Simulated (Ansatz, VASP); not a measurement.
## One calculation of SiO3, two programs

```
Si O
1.0
     0.00000    2.50395    2.50395
     2.50395    0.00000    2.50395
     2.50395    2.50395    0.00000
Si O
1 3
Direct
  0.00000 0.00000 0.00000
  0.50000 0.50000 0.50000
  0.25000 0.25000 0.25000
  0.75000 0.75000 0.75000
```

Alike in both runs: functional PBE; k mesh 6 × 6 × 6; occupations gaussian, width 0.2 eV; no spin polarisation.

Ansatz relaxed the structure, and its values are those at the end. VASP's run is a single point on that final structure, the one shown.

```csv
,VASP,Ansatz
version,VASP 6.6.1,Ansatz 0.2.0
potentials or method,"VASP PAW PBE potentials, release 64 (Si, O), cutoff 600 eV","scalar-relativistic, plane waves, PAW"
valence electrons in the cell,22,22
```

VASP gave:

| Item | Value |
| --- | --- |
| gap on the k mesh at the Fermi level (eV) | none |
| pressure (GPa) | -0.2 |

Estimate Ansatz's values.

gap on the k mesh at the Fermi level (eV): none; pressure (GPa): 0.0.

A gap of «none» marks a metal or a gap that the smearing closes.

The k mesh is coarse, so the values compare programs but aren't converged.
